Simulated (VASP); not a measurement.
# Ru (P6_3/mmc) in VASP: relaxation of cell and atoms with PBE

Aim: the relaxation of cell and atoms of Ru with PBE.

Program: VASP 6.6.1. These are calculated values, not measurements. Logs are shortened: lines on timing, memory, paths and dates and some standing lists are left out, and cuts for length are marked.

## Step 1: The cell of the first run

Symmetry: P6_3/mmc, No. 194, hexagonal system. The conventional cell has a = 2.706 Å, b = 2.706 Å, c = 4.282 Å, α = 90.00°, β = 90.00°, γ = 120.00°. Ru (site symmetry -6m2) has 12 Ru at 2.65 to 2.71 Å within 3.5 Å.

## Step 2: Relaxation of cell and atoms, PBE

Contents of INCAR:

```
SYSTEM = Ru
ALGO = Normal
EDIFF = 1E-6
EDIFFG = -0.003
ENCUT = 600
GGA = PE
IBRION = 2
ISIF = 3
ISMEAR = 0
LASPH = .TRUE.
LCHARG = .FALSE.
LREAL = .FALSE.
LWAVE = .FALSE.
NELM = 60
NSW = 80
PREC = Accurate
SIGMA = 0.1
```

Contents of KPOINTS:

```
k-points
0
G
  24 24 14
  0 0 0
```

Contents of POSCAR:

```
Ru
1.0
    2.7060000000      0.0000000000      0.0000000000
    1.3530000000      2.3434647426      0.0000000000
    0.0000000000      0.0000000000      4.2820000000
Ru
2
Direct
    0.0000000000      0.0000000000      0.1000000000
    0.3333333333      0.3333333333      0.6000000000
```

Potentials or basis: VASP PAW PBE potentials, release 64 (Ru_pv).

Launch:

```sh
$ cat potpaw_PBE.64/Ru_pv/POTCAR > POTCAR
$ mpirun -np 1 vasp_std > vasp.out
```

OUTCAR:

```text
SYSTEM = Ru
   EDIFF = 1E-6
   EDIFFG = -0.003
   ENCUT = 600
   GGA = PE
   IBRION = 2
   ISIF = 3
   ISMEAR = 0
   LASPH = .TRUE.
   LREAL = .FALSE.
   NELM = 60
   NSW = 80
   PREC = Accurate

 ion  position               nearest neighbor table
   1  0.000  0.000  0.100-   2 2.65   2 2.65   2 2.65   2 2.65   2 2.65   2 2.65
   2  0.333  0.333  0.600-   1 2.65   1 2.65   1 2.65   1 2.65   1 2.65   1 2.65

  LATTYP: Found a hexagonal cell.
 ALAT       =     2.7060000000
 C/A-ratio  =     1.5824094605

  Lattice vectors:

 A1 = (  -1.3530000000,  -2.3434647426,   0.0000000000)
 A2 = (   2.7060000000,   0.0000000000,   0.0000000000)
 A3 = (   0.0000000000,   0.0000000000,   4.2820000000)

Analysis of symmetry for initial positions (statically):
=====================================================================
 Subroutine PRICEL returns:
 Original cell was already a primitive cell.

 Routine SETGRP: Setting up the symmetry group for a
 hexagonal supercell.

 Subroutine GETGRP returns: Found 24 space group operations
 (whereof  6 operations were pure point group operations)
 out of a pool of 24 trial point group operations.

The static configuration has the point symmetry C_3v.
 The point group associated with its full space group is D_6h.

Analysis of symmetry for dynamics (positions and initial velocities):
=====================================================================
 Subroutine PRICEL returns:
 Original cell was already a primitive cell.

 Routine SETGRP: Setting up the symmetry group for a
 hexagonal supercell.

 Subroutine GETGRP returns: Found 24 space group operations
 (whereof  6 operations were pure point group operations)
 out of a pool of 24 trial point group operations.

The dynamic configuration has the point symmetry C_3v.
 The point group associated with its full space group is D_6h.

 Subroutine INISYM returns: Found 24 space group operations
 (whereof  6 operations are pure point group operations),
 and found     1 'primitive' translations

----------------------------------------------------------------------------------------

                                     Primitive cell

  volume of cell :      27.1539

  direct lattice vectors                    reciprocal lattice vectors
     2.706000000  0.000000000  0.000000000     0.369549150 -0.213359301  0.000000000
     1.353000000  2.343464743  0.000000000     0.000000000  0.426718603  0.000000000
     0.000000000  0.000000000  4.282000000     0.000000000  0.000000000  0.233535731

  length of vectors
     2.706000000  2.706000000  4.282000000     0.426718603  0.426718603  0.233535731

  position of ions in fractional coordinates (direct lattice)
     0.000000000  0.000000000  0.100000000
     0.333333333  0.333333333  0.600000000

  ion indices of the primitive-cell ions
   primitive index   ion index
                 1           1
                 2           2

----------------------------------------------------------------------------------------

 KPOINTS: k-points

Automatic generation of k-mesh.
 Grid dimensions read from file:
 generate k-points for:   24   24   14

 Generating k-lattice:

  Cartesian coordinates                     Fractional coordinates (reciprocal lattice)
     0.015397881 -0.008889971  0.000000000     0.041666667 -0.000000000  0.000000000
     0.000000000  0.017779942  0.000000000     0.000000000  0.041666667  0.000000000
     0.000000000  0.000000000  0.016681124     0.000000000  0.000000000  0.071428571

  Length of vectors
     0.017779942  0.017779942  0.016681124

  Shift w.r.t. Gamma in fractional coordinates (k-lattice)
     0.000000000  0.000000000  0.000000000

 Subroutine IBZKPT returns following result:
 ===========================================

 Found    488 irreducible k-points:

 Following reciprocal coordinates:
            Coordinates               Weight
  0.000000  0.000000  0.000000      1.000000
  0.041667  0.000000  0.000000      6.000000
  0.083333 -0.000000  0.000000      6.000000
  0.125000 -0.000000  0.000000      6.000000
  0.166667  0.000000  0.000000      6.000000
  0.208333  0.000000  0.000000      6.000000
[... 16 lines left out ...]
  0.458333  0.041667  0.000000     12.000000
  0.500000  0.041667  0.000000     12.000000
 [... further k-points ...]
   k-points           NKPTS =    488   k-points in BZ     NKDIM =    488   number of bands    NBANDS=     18
   number of dos      NEDOS =    301   number of ions     NIONS =      2
   total plane-waves  NPLWV =  20736
   dimension x,y,z NGX =    24 NGY =   24 NGZ =   36
   dimension x,y,z NGXF=    48 NGYF=   48 NGZF=   72
   ions per type =               2
   NGX,Y,Z   is equivalent  to a cutoff of  14.74, 14.74, 13.98 a.u.
   NGXF,Y,Z  is equivalent  to a cutoff of  29.49, 29.49, 27.95 a.u.
 SYSTEM =  Ru
   PREC   = accura    normal or accurate (medium, high low for compatibility)
   ISTART =      0    job   : 0-new  1-cont  2-samecut
   ICHARG =      2    charge: 1-file 2-atom 10-const
   ISPIN  =      1    spin polarized calculation?
   LNONCOLLINEAR =      F non collinear calculations
   LSORBIT =      F    spin-orbit coupling
   LASPH  =      T    aspherical Exc in radial PAW
   ENCUT  =  600.0 eV  44.10 Ry    6.64 a.u.   5.40  5.40  8.55*2*pi/ulx,y,z
   NELM   =     60;   NELMIN=  2; NELMDL= -5     # of ELM steps
   EDIFF  = 0.1E-05   stopping-criterion for ELM
   LREAL  =      F    real-space projection
   EDIFFG = -.3E-02   stopping-criterion for IOM
   NSW    =     80    number of steps for IOM
   IBRION =      2    ionic relax: 0-MD 1-quasi-New 2-CG
   NFREE  =      1    steps in history (QN), initial steepest desc. (CG)
   ISIF   =      3    stress and relaxation
   ISYM   =      2    0-nonsym 1-usesym 2-fastsym
   POTIM  = 0.5000    time-step for ionic-motion
   TEBEG  =    0.0;   TEEND  =   0.0 temperature during run
   PSTRESS=    0.0 pullay stress
   NELECT =      28.0000    total number of electrons
   NUPDOWN=      -1.0000    fix difference up-down
   EMIN   =  10.00;   EMAX   =-10.00  energy-range for DOS
   EFERMI =   0.00;   METHOD = LEGACY
   ISMEAR =     0;   SIGMA  =   0.10  broadening in eV -4-tet -1-fermi 0-gaus
   EFERMI_NEDOS =   21; number of points for ismear=-14 and -15
   IALGO  =     38    algorithm
   IMIX   =      4    mixing-type and parameters
     AMIX     =   0.40;   BMIX     =  1.00
     AMIX_MAG =   1.60;   BMIX_MAG =  1.00
  volume/ion in A,a.u.               =      13.58        91.62
  Fermi-wavevector in a.u.,A,eV,Ry     =   1.653928  3.125470 37.218427  2.735477
  Thomas-Fermi vector in A             =   2.742282
   LORBIT       =      0    0 simple, 1 ext, 2 COOP (PROOUT), +10 PAW based schemes
   GGA     = PE    functional components
   LHFCALC =     F    Hartree Fock is set to
   AEXX    =    0.0000 exact exchange contribution
   IVDW    =     0    specifies the selected vdW correction
   LEPSILON=     F    determine dielectric tensor
   LRPA    =     F    only Hartree local field effects (RPA)
 conjugate gradient relaxation of ions
 non-spin polarized calculation
 Gauss-broadening in eV      SIGMA  =   0.10
  energy-cutoff  :      600.00
  volume of cell :       27.15
 maximum number of plane-waves:       935
 NGX is ok and might be reduce to    24
   NGX = 11   NGY = 11   NGZ = 17

--------------------------------------- Ionic step        1  -------------------------------------------

 number of electron      28.0000000 magnetization

 Free energy of the ion-electron system (eV)
  ---------------------------------------------------
  ext. energy  EPLUGINS =         0.00000000
  ---------------------------------------------------
  free energy    TOTEN  =       -18.46509866 eV

  energy without entropy =      -18.45487681  energy(sigma->0) =      -18.45998774

------------------------ aborting loop because EDIFF is reached ----------------------------------------

  FORCE on cell =-STRESS in cart. coord.  units (eV):
  Direction    XX          YY          ZZ          XY          YZ          ZX
  --------------------------------------------------------------------------------------
  -------------------------------------------------------------------------------------
  Total        0.8053417      0.8053417      0.5918044      0.0000000     -0.0000000     -0.0000000
  in kB       47.5179710     47.5179710     34.9185223      0.0000000     -0.0000000     -0.0000000
  external PRESSURE =      43.3181547 kB  Pullay stress =       0.0000000 kB
[... 89 lines left out ...]
  FREE ENERGIE OF THE ION-ELECTRON SYSTEM (eV)
  ---------------------------------------------------
  free  energy   TOTEN  =       -18.4700946234 eV

  energy  without entropy=      -18.4596916279  energy(sigma->0) =      -18.46489313

[... ionic steps 4 to 14 ...]

--------------------------------------- Ionic step       15  -------------------------------------------

 number of electron      28.0000003 magnetization

------------------------ aborting loop because EDIFF is reached ----------------------------------------

  FORCE on cell =-STRESS in cart. coord.  units (eV):
  Direction    XX          YY          ZZ          XY          YZ          ZX
  --------------------------------------------------------------------------------------
  -------------------------------------------------------------------------------------
  Total       -0.0013602     -0.0013602     -0.0099114      0.0000000     -0.0000000      0.0000000
  in kB       -0.0791776     -0.0791776     -0.5769417      0.0000000     -0.0000000      0.0000000
  external PRESSURE =      -0.2450989 kB  Pullay stress =       0.0000000 kB
[... 57 lines left out ...]
  energy  without entropy=      -18.4598455389  energy(sigma->0) =      -18.46502652

--------------------------------------- Ionic step       17  -------------------------------------------

 number of electron      28.0000003 magnetization

 Free energy of the ion-electron system (eV)
  ---------------------------------------------------
  ext. energy  EPLUGINS =         0.00000000
  ---------------------------------------------------
  free energy    TOTEN  =       -18.47020756 eV

  energy without entropy =      -18.45984624  energy(sigma->0) =      -18.46502690

 E-fermi :  12.6055     XC(G=0): -14.0362

 val. band max:       12.6049670450   @ k =   0.4167   0.0417   0.4286
 cond. band min:      12.6059415599   @ k =   0.3750   0.0833   0.0714
 fundamental gap:      0.0009745149
 Fermi energy:        12.6054620646

 k-point     1 :       0.0000    0.0000    0.0000
  band No.  band energies     occupation
      1     -31.0057      2.00000
      2     -30.1155      2.00000
      3     -30.1155      2.00000
      4     -29.9495      2.00000
      5     -29.9495      2.00000
      6     -29.9043      2.00000
[... 10 lines left out ...]
     17      13.7541      0.00000
     18      13.9154      0.00000
[... 466 lines left out ...]
      2     -30.6299      2.00000
      3     -30.5445      2.00000
      4     -30.3409      2.00000
      5     -30.1867      2.00000
      6     -30.0688      2.00000
[... 10 lines left out ...]
     17      16.4715      0.00000
     18      18.8603      0.00000

 [... further k-points ...]

------------------------ aborting loop because EDIFF is reached ----------------------------------------

  FORCE on cell =-STRESS in cart. coord.  units (eV):
  Direction    XX          YY          ZZ          XY          YZ          ZX
  --------------------------------------------------------------------------------------
  -------------------------------------------------------------------------------------
  Total        0.0011436      0.0011436     -0.0040394      0.0000000     -0.0000000      0.0000000
  in kB        0.0665775      0.0665775     -0.2351600      0.0000000     -0.0000000      0.0000000
  external PRESSURE =      -0.0340017 kB  Pullay stress =       0.0000000 kB
[... 17 lines left out ...]
  FREE ENERGIE OF THE ION-ELECTRON SYSTEM (eV)
  ---------------------------------------------------
  free  energy   TOTEN  =       -18.4702075627 eV

  energy  without entropy=      -18.4598462379  energy(sigma->0) =      -18.46502690

 reached required accuracy - stopping structural energy minimisation
```

Run time: 8.4 min. Hardware: 1 thread of Intel Xeon 6975P-C (Granite Rapids), shared host; peak memory 0.37 GiB.

What came out:

| Property | Result |
| --- | --- |
| Free energy | -18.4702 eV |
| Relaxed volume | 13.76 Å³/atom |
| Relaxed cell | a = 2.721 Å, b = 2.721 Å, c = 4.292 Å, α = 90.00°, β = 90.00°, γ = 60.00° |
| Space group after relaxing (to 0.1 Å) | P6_3/mmc (No. 194) |
| Energy gained by relaxing | 2.6 meV/atom |
| Ionic steps | 17 |
| Pressure after relaxing | 0.0 GPa |
| Band gap on the k mesh | zero (bands 14 and 15 overlap by 3.10 eV) |

Step by step:
| step | energy change (eV) | largest force (eV/Å) | pressure (GPa) | volume (Å³) |
| --- | --- | --- | --- | --- |
| 1 | 0.0000 | 0.0000 | 4.33 | 27.15 |
| 2 | 0.0347 | 0.0000 | -11.20 | 28.62 |
| 3 | -0.0050 | 0.0000 | -0.11 | 27.53 |
| 4 | -0.0050 | 0.0000 | -0.07 | 27.52 |
| 5 | -0.0050 | 0.0000 | 0.01 | 27.52 |
| 6 | -0.0051 | 0.0000 | 0.12 | 27.51 |
| 7 | -0.0051 | 0.0000 | 0.08 | 27.51 |
| 8 | -0.0051 | 0.0000 | 0.09 | 27.51 |
| 9 | -0.0051 | 0.0000 | 0.05 | 27.51 |
| 10 | -0.0051 | 0.0000 | 0.09 | 27.51 |
| 11 | -0.0051 | 0.0000 | 0.09 | 27.51 |
| 12 | -0.0051 | 0.0000 | 0.09 | 27.51 |
| 13 | -0.0051 | 0.0000 | -0.12 | 27.54 |
| 14 | -0.0051 | 0.0000 | 0.04 | 27.52 |
| 15 | -0.0051 | 0.0000 | -0.02 | 27.52 |
| 16 | -0.0051 | 0.0000 | -0.02 | 27.52 |
| 17 | -0.0051 | 0.0000 | 0.00 | 27.52 |

Final structure:
```
Ru
1.0
     2.72117    0.00000    0.00000
     1.36059    2.35660    0.00000
     0.00000    0.00000    4.29165
Ru
2
Direct
  0.00000 0.00000 0.10000
  0.33333 0.33333 0.60000
```

Levels at points of the mesh, in eV from the Fermi level:
```csv
k point,band 12,band 13,band 14,band 15,band 16,band 17
"(0.00, 0.00, 0.00)",-1.88,-1.88,-1.40,-1.40,1.15,1.15
"(0.50, 0.00, 0.00)",-1.79,-1.48,1.36,1.78,1.88,3.97
"(0.00, 0.00, 0.50)",-2.73,-2.66,-2.66,0.52,0.52,0.52
"(0.50, 0.00, 0.50)",-1.06,0.43,0.43,1.61,1.61,3.33
```
